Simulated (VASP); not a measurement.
Write the native input for VASP 6.6.1 that does the following.

```
Task                   : single point
Functional             : r2SCAN
Potentials or basis    : VASP PAW PBE potentials, release 64 (Hf_pv, N)
Cutoff                 : 660 eV
k mesh                 : 8 × 8 × 6
Occupations            : gaussian, width 0.1 eV
Spin                   : no spin polarisation
Dipole correction      : no
Further INCAR settings : ALGO = Normal; EDIFF = 1e-06; NBANDS = 14
```

The system is HfN.

```
Hf N
1.0
     2.61777    0.00000    0.00000
     0.00000    2.61777    0.00000
     0.00000    0.00000    3.43114
Hf N
1 1
Direct
  0.50000 0.50000 0.50000
  0.00000 0.00000 0.00000
```

These files were run (other wordings do the same):

POSCAR

```
HfN
1.0
    2.6177663832      0.0000000000      0.0000000000
    0.0000000000      2.6177663832      0.0000000000
    0.0000000000      0.0000000000      3.4311437951
Hf N
1 1
Direct
    0.5000000000      0.5000000000      0.5000000000
    0.0000000000      0.0000000000      0.0000000000
```

INCAR.step1

```
ALGO = Normal ; EDIFF = 1E-5
ENCUT = 660 ; GGA = PE
GGA_COMPAT = F ; ISMEAR = 0
LASPH = T ; LCHARG = F
LREAL = F ; LWAVE = T
NBANDS = 14 ; NELM = 120
PREC = Accurate ; SIGMA = 0.1
```

INCAR.step2

```
ALGO = Normal ; EDIFF = 1E-6
ENCUT = 660 ; GGA_COMPAT = F
ISIF = 2 ; ISMEAR = 0
ISTART = 1 ; LASPH = T
LCHARG = T ; LELF = T
LMIXTAU = T ; LREAL = F
LVHAR = T ; LWAVE = F
METAGGA = R2SCAN ; NBANDS = 14
NELM = 120 ; PREC = Accurate
SIGMA = 0.1
```

KPOINTS

```
k-points
0
Gamma
  8 8 6
```

Potentials or basis: VASP PAW PBE potentials, release 64 (Hf_pv, N).

The run is started by

```bash
$ cat potpaw_PBE.64/Hf_pv/POTCAR potpaw_PBE.64/N/POTCAR > POTCAR
$ cp INCAR.step1 INCAR
$ mpirun -np 1 vasp_std > vasp.out
$ cp INCAR.step2 INCAR
$ mpirun -np 1 vasp_std > vasp.out
```

Results of the run:

- Pressure: -1.4 GPa

Caveat: the PAW data sets were made with another functional, which shifts forces and pressure a little.

Wall time 80 s on 1 thread of Intel(R) Xeon(R) Platinum 8259CL CPU @ 2.50GHz (Skylake/Cascade Lake), on a shared host, peak memory 0.17 GiB.
